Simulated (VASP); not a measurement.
Here is a VASP 6.6.1 calculation.

INCAR

```
SYSTEM = Sc
PREC = Accurate ; ENCUT = 520
EDIFF = 1E-6 ; ISMEAR = -1
SIGMA = 0.05 ; LREAL = .False.
LASPH = .True. ; NELM = 60
ALGO = Normal ; ISIF = 2
LWAVE = .False. ; LCHARG = .True.
GGA = PS ; LELF = .True.
LVHAR = .True. ; NBANDS = 18
```

KPOINTS

```
regular mesh
0
Gamma
  9 9 5
  0 0 0
```

The input POSCAR:

```
Sc
1.0
    2.9364666454      0.0000000000      0.0000000000
   -1.4682333227      2.5430547123      0.0000000000
    0.0000000000      0.0000000000      4.5796535791
Sc
2
Direct
    0.6666666667      0.3333333333      0.7500000000
    0.3333333333      0.6666666667      0.2500000000
```

Potentials or basis: VASP PAW PBE potentials, release 64 (Sc_sv).

Run with:

```bash
$ cat potpaw_PBE.64/Sc_sv/POTCAR > POTCAR
$ mpirun -np 1 vasp_std > vasp.out
```

Estimate the pressure.

30.2 GPa.

Predict the band gap on the k mesh.

zero (bands 11 and 12 overlap by 2.58 eV).

Stress tensor (GPa, compression positive):
```
30.14  0.00  0.00
 0.00 30.14  0.00
 0.00  0.00 30.24
```

Caveat: the cell stands under pressure; the PAW data sets were made with another functional, which shifts forces and pressure a little.
